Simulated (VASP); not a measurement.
# CdSe (F-43m) in VASP: further runs

CdSe is run at these levels: PBEsol; tasks: single point.

All numbers are computed with VASP 6.6.1; they aren't measurements. Logs are shortened: lines on timing, memory, paths and dates and some standing lists are left out, and cuts for length are marked.

## (1) The cell of the first run

It takes space group F-43m (No. 216, cubic). The conventional cell has a = 6.141 Å, b = 6.141 Å, c = 6.141 Å, α = 90.00°, β = 90.00°, γ = 90.00°. Within 3.5 Å of Cd (site symmetry -43m) lie 4 Se at 2.66 Å. Within 3.5 Å of Se (site symmetry -43m) lie 4 Cd at 2.66 Å.

## (2) Single point, PBEsol

The input, INCAR:

```
ALGO = Normal
EDIFF = 1E-6
ENCUT = 520
GGA = PS
ISIF = 2
ISMEAR = 0
LASPH = T
LCHARG = T
LELF = T
LREAL = F
LVHAR = T
LWAVE = F
NBANDS = 16
NELM = 60
PREC = Accurate
SIGMA = 0.1
```

The input, KPOINTS:

```
k-points
0
Gamma
  6 6 6
```

The input, POSCAR:

```
CdSe
1.0
    0.0000000000      3.0702711986      3.0702711986
    3.0702711986      0.0000000000      3.0702711986
    3.0702711986      3.0702711986      0.0000000000
Cd Se
1 1
Direct
    0.0000000000      0.0000000000      0.0000000000
    0.7500000000      0.7500000000      0.7500000000
```

Potentials or basis: VASP PAW PBE potentials, release 64 (Cd, Se).

Started as:

```
cat potpaw_PBE.64/Cd/POTCAR potpaw_PBE.64/Se/POTCAR > POTCAR
mpirun -np 1 vasp_std > vasp.out
```

OUTCAR:

```text
EDIFF = 1E-6
   ENCUT = 520
   GGA = PS
   ISIF = 2
   ISMEAR = 0
   LASPH = T
   LREAL = F
   NELM = 60
   PREC = Accurate

 ion  position               nearest neighbor table
   1  0.000  0.000  0.000-   2 2.66   2 2.66   2 2.66   2 2.66
   2  0.750  0.750  0.750-   1 2.66   1 2.66   1 2.66   1 2.66

  LATTYP: Found a face centered cubic cell.
 ALAT       =     6.1405423972

  Lattice vectors:

 A1 = (   0.0000000000,   3.0702711986,   3.0702711986)
 A2 = (   3.0702711986,   0.0000000000,   3.0702711986)
 A3 = (   3.0702711986,   3.0702711986,   0.0000000000)

Analysis of symmetry for initial positions (statically):
=====================================================================
 Subroutine PRICEL returns:
 Original cell was already a primitive cell.

 Routine SETGRP: Setting up the symmetry group for a
 face centered cubic supercell.

 Subroutine GETGRP returns: Found 24 space group operations
 (whereof 24 operations were pure point group operations)
 out of a pool of 48 trial point group operations.

The static configuration has the point symmetry T_d .

Analysis of symmetry for dynamics (positions and initial velocities):
=====================================================================
 Subroutine PRICEL returns:
 Original cell was already a primitive cell.

 Routine SETGRP: Setting up the symmetry group for a
 face centered cubic supercell.

 Subroutine GETGRP returns: Found 24 space group operations
 (whereof 24 operations were pure point group operations)
 out of a pool of 48 trial point group operations.

The dynamic configuration has the point symmetry T_d .

 Subroutine INISYM returns: Found 24 space group operations
 (whereof 24 operations are pure point group operations),
 and found     1 'primitive' translations

----------------------------------------------------------------------------------------

                                     Primitive cell

  volume of cell :      57.8842

  direct lattice vectors                    reciprocal lattice vectors
     0.000000000  3.070271199  3.070271199    -0.162852063  0.162852063  0.162852063
     3.070271199  0.000000000  3.070271199     0.162852063 -0.162852063  0.162852063
     3.070271199  3.070271199  0.000000000     0.162852063  0.162852063 -0.162852063

  length of vectors
     4.342019169  4.342019169  4.342019169     0.282068048  0.282068048  0.282068048
[... 69 lines left out ...]
   LASPH  =      T    aspherical Exc in radial PAW
   ENCUT  =  520.0 eV  38.22 Ry    6.18 a.u.   8.07  8.07  8.07*2*pi/ulx,y,z
   NELM   =     60;   NELMIN=  2; NELMDL= -5     # of ELM steps
   EDIFF  = 0.1E-05   stopping-criterion for ELM
   LREAL  =      F    real-space projection
   EDIFFG = 0.1E-04   stopping-criterion for IOM
   NSW    =      0    number of steps for IOM
   IBRION =     -1    ionic relax: 0-MD 1-quasi-New 2-CG
   NFREE  =      0    steps in history (QN), initial steepest desc. (CG)
   ISIF   =      2    stress and relaxation
   ISYM   =      2    0-nonsym 1-usesym 2-fastsym
   POTIM  = 0.5000    time-step for ionic-motion
   TEBEG  =    0.0;   TEEND  =   0.0 temperature during run
   PSTRESS=    0.0 pullay stress
   NELECT =      18.0000    total number of electrons
   NUPDOWN=      -1.0000    fix difference up-down
   EMIN   =  10.00;   EMAX   =-10.00  energy-range for DOS
   EFERMI =   0.00;   METHOD = LEGACY
   ISMEAR =     0;   SIGMA  =   0.10  broadening in eV -4-tet -1-fermi 0-gaus
   EFERMI_NEDOS =   21; number of points for ismear=-14 and -15
   IALGO  =     38    algorithm
   IMIX   =      4    mixing-type and parameters
     AMIX     =   0.40;   BMIX     =  1.00
     AMIX_MAG =   1.60;   BMIX_MAG =  1.00
  volume/ion in A,a.u.               =      28.94       195.31
  Fermi-wavevector in a.u.,A,eV,Ry     =   1.109121  2.095935 16.737199  1.230149
  Thomas-Fermi vector in A             =   2.245657
   LORBIT       =      0    0 simple, 1 ext, 2 COOP (PROOUT), +10 PAW based schemes
   GGA     = PS    functional components
   LHFCALC =     F    Hartree Fock is set to
   AEXX    =    0.0000 exact exchange contribution
   IVDW    =     0    specifies the selected vdW correction
   LEPSILON=     F    determine dielectric tensor
   LRPA    =     F    only Hartree local field effects (RPA)
 non-spin polarized calculation
 Gauss-broadening in eV      SIGMA  =   0.10
  energy-cutoff  :      520.00
  volume of cell :       57.88
 maximum number of plane-waves:      1588
   NGX = 17   NGY = 17   NGZ = 17

 number of electron      18.0000008 magnetization

 Free energy of the ion-electron system (eV)
  ---------------------------------------------------
  ext. energy  EPLUGINS =         0.00000000
  ---------------------------------------------------
  free energy    TOTEN  =        -6.16848989 eV

  energy without entropy =       -6.16847995  energy(sigma->0) =       -6.16848492

 E-fermi :   0.8169     XC(G=0):  -8.9680

 val. band max:        0.5929897966   @ k =   0.0000   0.0000   0.0000
 cond. band min:       1.0171712139   @ k =   0.0000   0.0000   0.0000
 fundamental gap:      0.4241814173
 Fermi energy:         0.8169127736

 k-point     1 :       0.0000    0.0000    0.0000
  band No.  band energies     occupation
      1     -11.8729      2.00000
      2      -7.2289      2.00000
      3      -7.2289      2.00000
      4      -7.2289      2.00000
      5      -6.8781      2.00000
      6      -6.8781      2.00000
[... 281 lines left out ...]
      3      -7.0358      2.00000
      4      -6.9376      2.00000
      5      -6.8521      2.00000
      6      -6.4569      2.00000
[... 8 lines left out ...]
     15      13.1995      0.00000
     16      13.3880      0.00000

------------------------ aborting loop because EDIFF is reached ----------------------------------------

  FORCE on cell =-STRESS in cart. coord.  units (eV):
  Direction    XX          YY          ZZ          XY          YZ          ZX
  --------------------------------------------------------------------------------------
  -------------------------------------------------------------------------------------
  Total       -0.3986661     -0.3986661     -0.3986661      0.0000000      0.0000000      0.0000000
  in kB      -11.0346780    -11.0346780    -11.0346780      0.0000000      0.0000000      0.0000000
  external PRESSURE =     -11.0346780 kB  Pullay stress =       0.0000000 kB

 VOLUME and BASIS-vectors are now :
 -----------------------------------------------------------------------------
  energy-cutoff  :      520.00
  volume of cell :       57.88
      direct lattice vectors                 reciprocal lattice vectors
     0.000000000  3.070271199  3.070271199    -0.162852063  0.162852063  0.162852063
     3.070271199  0.000000000  3.070271199     0.162852063 -0.162852063  0.162852063
     3.070271199  3.070271199  0.000000000     0.162852063  0.162852063 -0.162852063

 POSITION                                       TOTAL-FORCE (eV/Angst)
 -----------------------------------------------------------------------------------
      0.00000      0.00000      0.00000        -0.000000     -0.000000      0.000000
      4.60541      4.60541      4.60541         0.000000      0.000000     -0.000000
 -----------------------------------------------------------------------------------
    total drift:                                0.000000      0.000000      0.000000

  FREE ENERGIE OF THE ION-ELECTRON SYSTEM (eV)
  ---------------------------------------------------
  free  energy   TOTEN  =        -6.1684898861 eV

  energy  without entropy=       -6.1684799456  energy(sigma->0) =       -6.16848492
```

OSZICAR:

```text
N       E                     dE             d eps       ncg     rms          rms(c)
DAV:   1     0.103883223877E+03    0.10388E+03   -0.86673E+03   520   0.100E+03
DAV:   2    -0.267768163217E+01   -0.10656E+03   -0.10062E+03   640   0.244E+02
DAV:   3    -0.653703488817E+01   -0.38594E+01   -0.38546E+01   584   0.484E+01
DAV:   4    -0.655277362173E+01   -0.15739E-01   -0.15738E-01   704   0.308E+00
DAV:   5    -0.655287127404E+01   -0.97652E-04   -0.97652E-04   576   0.210E-01    0.559E+00
DAV:   6    -0.619245401759E+01    0.36042E+00   -0.57557E-01   728   0.958E+00    0.457E+00
DAV:   7    -0.616984702021E+01    0.22607E-01   -0.12664E-01   584   0.242E+00    0.209E+00
DAV:   8    -0.616852571506E+01    0.13213E-02   -0.12603E-02   568   0.136E+00    0.217E-01
DAV:   9    -0.616844119991E+01    0.84515E-04   -0.13729E-03   624   0.488E-01    0.433E-02
DAV:  10    -0.616846307563E+01   -0.21876E-04   -0.14692E-04   656   0.155E-01    0.385E-02
DAV:  11    -0.616849041289E+01   -0.27337E-04   -0.48529E-05   616   0.505E-02    0.171E-02
DAV:  12    -0.616848988607E+01    0.52682E-06   -0.16193E-06   504   0.158E-02
   1 F= -.61684899E+01 E0= -.61684849E+01  d E =-.994048E-05
```

stdout:

```text
POSCAR found type information on POSCAR CdSe
 POSCAR found :  2 types and       2 ions
 scaLAPACK will be used
 -----------------------------------------------------------------------------
|                                                                             |
|                                                                             |
|     You enforced a specific xc type in the INCAR file but a different       |
|     I HOPE YOU KNOW WHAT YOU ARE DOING!                                     |
|                                                                             |
 -----------------------------------------------------------------------------

 LDA part: xc-table for (Slater+PW92), standard interpolation
 POSCAR, INCAR and KPOINTS ok, starting setup
 FFT: planning ... GRIDC
 FFT: planning ... GRID_SOFT
 FFT: planning ... GRID
 WAVECAR not read
 entering main loop
```

It took 8.1 s on 1 thread of Intel Xeon Platinum 8488C (Sapphire Rapids), shared host; peak memory 0.18 GiB.

Results:

```yaml
Free_energy: -6.1685 eV
Pressure: -1.1 GPa
Band_gap_on_the_k_mesh: 0.42 eV, direct
```

Caveat: the PAW data sets were made with another functional, which shifts forces and pressure a little.

## (3) Single point, PBEsol

This run uses another cell than the first one, of 28.13 Å³/atom, 0.972 times its volume.

The input, INCAR:

```
SYSTEM = CdSe
  ALGO = Normal
  EDIFF = 1E-6
  ENCUT = 520
  GGA = PS
  ISIF = 2
  ISMEAR = 0
  LASPH = .TRUE.
  LCHARG = .TRUE.
  LELF = .TRUE.
  LREAL = .FALSE.
  LVHAR = .TRUE.
  LWAVE = .FALSE.
  NBANDS = 16
  NELM = 80
  PREC = Accurate
  SIGMA = 0.02
```

The input, KPOINTS:

```
k-points
0
G
  10 10 10
  0 0 0
```

The input, POSCAR:

```
CdSe
1.0
    0.0000000000      3.0413095948      3.0413095948
    3.0413095948      0.0000000000      3.0413095948
    3.0413095948      3.0413095948      0.0000000000
Cd Se
1 1
Direct
    0.0000000000      0.0000000000      0.0000000000
    0.7500000000      0.7500000000      0.7500000000
```

Potentials or basis: VASP PAW PBE potentials, release 64 (Cd, Se).

Started as:

```
cat potpaw_PBE.64/Cd/POTCAR potpaw_PBE.64/Se/POTCAR > POTCAR
mpirun -np 1 vasp_std > vasp.out
```

Wall time 18 s (1 thread of Intel Xeon Platinum 8488C (Sapphire Rapids), shared host); peak memory 0.19 GiB.

Results (log left out):

```
Free energy            : -6.1778 eV
Pressure               : 0.3 GPa
Band gap on the k mesh : 0.48 eV, direct
```

Levels at points of the mesh, in eV from the valence-band top:
```tsv
k point	band 7	band 8	band 9	band 10	band 11	band 12
(0.00, 0.00, 0.00)	0.00	0.00	0.00	0.48	5.86	5.86
(0.50, 0.00, 0.00)	-4.45	-0.76	-0.76	2.29	6.36	6.36
(0.50, 0.50, 0.00)	-4.13	-1.88	-1.88	3.00	3.67	8.98
```

Caveat: the PAW data sets were made with another functional, which shifts forces and pressure a little. A hybrid or GW would open this gap; PBEsol tends to underestimate it.
